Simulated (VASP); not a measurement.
# SnO (Pmn2_1) in VASP: notebook, part 2 of 2

VASP 6.6.1. The steps go on from the part before.

## Step 3: Single point, r2SCAN

Contents of POSCAR:

```
SnO
1.0
    3.3031148417      0.0000000000      0.0000000000
    0.0000000000      5.7577050573      0.0000000000
    0.0000000000      0.0000000000      4.0008070726
Sn O
2 2
Direct
    0.0000000000      0.2294420242      0.5172649377
    0.5000000000      0.7705579758      0.0172649377
    0.0000000000      0.8935339404      0.7327360623
    0.5000000000      0.1064660596      0.2327360623
```

Contents of INCAR.step1:

```
PREC = Accurate
ENCUT = 520
ISMEAR = 0
SIGMA = 0.01
LREAL = F
LASPH = T
NELM = 60
NBANDS = 28
GGA = PE
ALGO = Normal
EDIFF = 1E-4
LWAVE = T
LCHARG = F
```

Contents of INCAR.step2:

```
PREC = Accurate
ENCUT = 520
EDIFF = 1E-6
ISMEAR = 0
SIGMA = 0.01
LREAL = F
LASPH = T
NELM = 60
ALGO = Normal
ISIF = 2
LWAVE = F
LCHARG = T
METAGGA = R2SCAN
LMIXTAU = T
LELF = T
LVHAR = T
NBANDS = 28
ISTART = 1
```

Contents of KPOINTS:

```
Automatic mesh
0
Gamma
  4 2 4
```

Potentials or basis: VASP PAW PBE potentials, release 64 (Sn_d, O).

Run with:

```bash
cat potpaw_PBE.64/Sn_d/POTCAR potpaw_PBE.64/O/POTCAR > POTCAR
cp INCAR.step1 INCAR
mpirun -np 1 vasp_std > vasp.out
cp INCAR.step2 INCAR
mpirun -np 1 vasp_std > vasp.out
```

OUTCAR:

```text
PREC = Accurate
   ENCUT = 520
   EDIFF = 1E-6
   ISMEAR = 0
   LREAL = F
   LASPH = T
   NELM = 60
   ISIF = 2
   METAGGA = R2SCAN
   ISTART = 1

 ion  position               nearest neighbor table
   1  0.000  0.229  0.517-   3 2.12   4 2.13   4 2.13   2 3.70   2 3.70   2 3.70   2 3.70
   2  0.500  0.771  0.017-   4 2.12   3 2.13   3 2.13   1 3.70   1 3.70   1 3.70   1 3.70
   3  0.000  0.894  0.733-   1 2.12   2 2.13   2 2.13
   4  0.500  0.106  0.233-   2 2.12   1 2.13   1 2.13

  LATTYP: Found a simple orthorhombic cell.
 ALAT       =     3.3031148417
 B/A-ratio  =     1.2112225170
 C/A-ratio  =     1.7431137981

  Lattice vectors:

 A1 = (  -3.3031148417,   0.0000000000,   0.0000000000)
 A2 = (   0.0000000000,   0.0000000000,   4.0008070726)
 A3 = (   0.0000000000,   5.7577050573,   0.0000000000)

Analysis of symmetry for initial positions (statically):
=====================================================================
 Subroutine PRICEL returns:
 Original cell was already a primitive cell.

 Routine SETGRP: Setting up the symmetry group for a
 simple orthorhombic supercell.

 Subroutine GETGRP returns: Found  4 space group operations
 (whereof  2 operations were pure point group operations)
 out of a pool of  8 trial point group operations.

The static configuration has the point symmetry C_1h.
 The point group associated with its full space group is C_2v.

Analysis of symmetry for dynamics (positions and initial velocities):
=====================================================================
 Subroutine PRICEL returns:
 Original cell was already a primitive cell.

 Routine SETGRP: Setting up the symmetry group for a
 simple orthorhombic supercell.

 Subroutine GETGRP returns: Found  4 space group operations
 (whereof  2 operations were pure point group operations)
 out of a pool of  8 trial point group operations.

The dynamic configuration has the point symmetry C_1h.
 The point group associated with its full space group is C_2v.

 Subroutine INISYM returns: Found  4 space group operations
 (whereof  2 operations are pure point group operations),
 and found     1 'primitive' translations

----------------------------------------------------------------------------------------

                                     Primitive cell

  volume of cell :      76.0888

  direct lattice vectors                    reciprocal lattice vectors
     3.303114842  0.000000000  0.000000000     0.302744545  0.000000000  0.000000000
     0.000000000  5.757705057  0.000000000     0.000000000  0.173680310  0.000000000
     0.000000000  0.000000000  4.000807073     0.000000000  0.000000000  0.249949568

  length of vectors
     3.303114842  5.757705057  4.000807073     0.302744545  0.173680310  0.249949568

  position of ions in fractional coordinates (direct lattice)
     0.000000000  0.229442024  0.517264938
     0.500000000  0.770557976  0.017264938
     0.000000000  0.893533940  0.732736062
     0.500000000  0.106466060  0.232736062

  ion indices of the primitive-cell ions
   primitive index   ion index
                 1           1
[... 22 lines left out ...]
  Shift w.r.t. Gamma in fractional coordinates (k-lattice)
     0.000000000  0.000000000  0.000000000

 Subroutine IBZKPT returns following result:
 ===========================================

 Found     18 irreducible k-points:

 Following reciprocal coordinates:
            Coordinates               Weight
  0.000000  0.000000  0.000000      1.000000
  0.250000  0.000000  0.000000      2.000000
  0.500000  0.000000  0.000000      1.000000
  0.000000  0.500000  0.000000      1.000000
  0.250000  0.500000  0.000000      2.000000
  0.500000  0.500000  0.000000      1.000000
[... 10 lines left out ...]
  0.250000  0.500000  0.500000      2.000000
  0.500000  0.500000  0.500000      1.000000
   k-points           NKPTS =     18   k-points in BZ     NKDIM =     18   number of bands    NBANDS=     28
   number of dos      NEDOS =    301   number of ions     NIONS =      4
   total plane-waves  NPLWV =  40320
   dimension x,y,z NGX =    28 NGY =   48 NGZ =   30
   dimension x,y,z NGXF=    56 NGYF=   96 NGZF=   60
   ions per type =               2   2
   NGX,Y,Z   is equivalent  to a cutoff of  14.09, 13.86, 12.47 a.u.
   NGXF,Y,Z  is equivalent  to a cutoff of  28.18, 27.72, 24.93 a.u.
 SYSTEM =  unknown system
   PREC   = accura    normal or accurate (medium, high low for compatibility)
   ISTART =      1    job   : 0-new  1-cont  2-samecut
   ICHARG =      0    charge: 1-file 2-atom 10-const
   ISPIN  =      1    spin polarized calculation?
   LNONCOLLINEAR =      F non collinear calculations
   LSORBIT =      F    spin-orbit coupling
   LASPH  =      T    aspherical Exc in radial PAW
   ENCUT  =  520.0 eV  38.22 Ry    6.18 a.u.   6.14 10.71  7.44*2*pi/ulx,y,z
   NELM   =     60;   NELMIN=  2; NELMDL=  0     # of ELM steps
   EDIFF  = 0.1E-05   stopping-criterion for ELM
   LREAL  =      F    real-space projection
   EDIFFG = 0.1E-04   stopping-criterion for IOM
   NSW    =      0    number of steps for IOM
   IBRION =     -1    ionic relax: 0-MD 1-quasi-New 2-CG
   NFREE  =      0    steps in history (QN), initial steepest desc. (CG)
   ISIF   =      2    stress and relaxation
   ISYM   =      2    0-nonsym 1-usesym 2-fastsym
   POTIM  = 0.5000    time-step for ionic-motion
   TEBEG  =    0.0;   TEEND  =   0.0 temperature during run
   PSTRESS=    0.0 pullay stress
   NELECT =      40.0000    total number of electrons
   NUPDOWN=      -1.0000    fix difference up-down
   EMIN   =  10.00;   EMAX   =-10.00  energy-range for DOS
   EFERMI =   0.00;   METHOD = LEGACY
   ISMEAR =     0;   SIGMA  =   0.01  broadening in eV -4-tet -1-fermi 0-gaus
   EFERMI_NEDOS =   21; number of points for ismear=-14 and -15
   IALGO  =     38    algorithm
   IMIX   =      4    mixing-type and parameters
     AMIX     =   0.40;   BMIX     =  1.00
     AMIX_MAG =   1.60;   BMIX_MAG =  1.00
  volume/ion in A,a.u.               =      19.02       128.37
  Fermi-wavevector in a.u.,A,eV,Ry     =   1.321259  2.496817 23.752032  1.745725
  Thomas-Fermi vector in A             =   2.451026
   LORBIT       =      0    0 simple, 1 ext, 2 COOP (PROOUT), +10 PAW based schemes
   METAGGA = R2SCAN    functional components
   LHFCALC =     F    Hartree Fock is set to
   AEXX    =    0.0000 exact exchange contribution
   IVDW    =     0    specifies the selected vdW correction
   LEPSILON=     F    determine dielectric tensor
   LRPA    =     F    only Hartree local field effects (RPA)
 non-spin polarized calculation
 Gauss-broadening in eV      SIGMA  =   0.01
  energy-cutoff  :      520.00
  volume of cell :       76.09
 maximum number of plane-waves:      2088
 NGX is ok and might be reduce to    28
   NGX = 13   NGY = 21   NGZ = 15

 number of electron      40.0000010 magnetization

 Free energy of the ion-electron system (eV)
  ---------------------------------------------------
  ext. energy  EPLUGINS =         0.00000000
  ---------------------------------------------------
  free energy    TOTEN  =       -66.58748961 eV

  energy without entropy =      -66.58748961  energy(sigma->0) =      -66.58748961

 E-fermi :   5.2928     XC(G=0): -10.4275

 val. band max:        5.2507325222   @ k =   0.0000   0.0000   0.0000
 cond. band min:       7.4826551216   @ k =   0.0000   0.5000   0.5000
 fundamental gap:      2.2319225994
 Fermi energy:         5.2927521992

 k-point     1 :       0.0000    0.0000    0.0000
  band No.  band energies     occupation
      1     -16.8614      2.00000
      2     -16.3553      2.00000
      3     -16.2202      2.00000
      4     -16.1976      2.00000
      5     -16.1679      2.00000
      6     -16.1403      2.00000
[... 547 lines left out ...]
     27      16.6256      0.00000
     28      16.6256      0.00000

------------------------ aborting loop because EDIFF is reached ----------------------------------------

  FORCE on cell =-STRESS in cart. coord.  units (eV):
  Direction    XX          YY          ZZ          XY          YZ          ZX
  --------------------------------------------------------------------------------------
  -------------------------------------------------------------------------------------
  Total        0.7140424      0.5736576      0.6851728      0.0000000      0.0000000      0.0000000
  in kB       15.0353623     12.0793239     14.4274636      0.0000000      0.0000000      0.0000000
  external PRESSURE =      13.8473833 kB  Pullay stress =       0.0000000 kB

 VOLUME and BASIS-vectors are now :
 -----------------------------------------------------------------------------
  energy-cutoff  :      520.00
  volume of cell :       76.09
      direct lattice vectors                 reciprocal lattice vectors
     3.303114842  0.000000000  0.000000000     0.302744545  0.000000000  0.000000000
     0.000000000  5.757705057  0.000000000     0.000000000  0.173680310  0.000000000
     0.000000000  0.000000000  4.000807073     0.000000000  0.000000000  0.249949568

 POSITION                                       TOTAL-FORCE (eV/Angst)
 -----------------------------------------------------------------------------------
      0.00000      1.32106      2.06948         0.000000      0.126102      0.040062
      1.65156      4.43665      0.06907         0.000000     -0.126102      0.040062
      0.00000      5.14470      2.93154         0.000000     -0.009144     -0.040062
      1.65156      0.61300      0.93113         0.000000      0.009144     -0.040062
 -----------------------------------------------------------------------------------
    total drift:                                0.000000     -0.000000      0.002535

  FREE ENERGIE OF THE ION-ELECTRON SYSTEM (eV)
  ---------------------------------------------------
  free  energy   TOTEN  =       -66.5874896059 eV

  energy  without entropy=      -66.5874896059  energy(sigma->0) =      -66.58748961
```

Run time: 1.7 min. Hardware: 1 thread of Intel Xeon Platinum 8375C at 2.90GHz (Ice Lake), shared host; peak memory 0.21 GiB.

Results:

```yaml
Free_energy: -66.5875 eV
Pressure: 1.4 GPa
Largest_force: 0.132 eV/Å
Band_gap_on_the_k_mesh: 2.23 eV, indirect (least direct gap 3.03 eV)
```

Forces in eV/Å, atoms in the order of the input:
```
Sn   0.000  0.126  0.040
Sn   0.000 -0.126  0.040
O    0.000 -0.009 -0.040
O    0.000  0.009 -0.040
```

Stress tensor (GPa, compression positive):
```
1.50 0.00 0.00
0.00 1.21 0.00
0.00 0.00 1.44
```

Levels at points of the mesh, in eV from the valence-band top:
```tsv
k point	band 18	band 19	band 20	band 21	band 22	band 23
(0.00, 0.00, 0.00)	-2.98	-2.39	0.00	3.40	3.63	6.58
(0.50, 0.00, 0.00)	-3.01	-1.31	-1.31	2.89	2.89	6.30
(0.00, 0.50, 0.00)	-3.00	-1.97	-1.71	3.75	4.74	5.73
(0.50, 0.50, 0.00)	-3.05	-1.04	-1.04	2.30	2.30	6.99
(0.00, 0.00, 0.50)	-3.60	-1.80	-1.80	2.97	2.97	5.93
(0.50, 0.00, 0.50)	-3.57	-1.07	-1.07	2.47	2.47	4.90
(0.00, 0.50, 0.50)	-3.30	-1.63	-1.63	2.23	2.23	6.56
(0.50, 0.50, 0.50)	-3.80	-0.48	-0.48	2.74	2.74	4.55
```

Caveat: the k points lie up to 0.55 Å⁻¹ apart; the PAW data sets were made with another functional, which shifts forces and pressure a little; spin-orbit coupling is left out, which moves the levels of the heavy elements. A k mesh can miss the band edges.
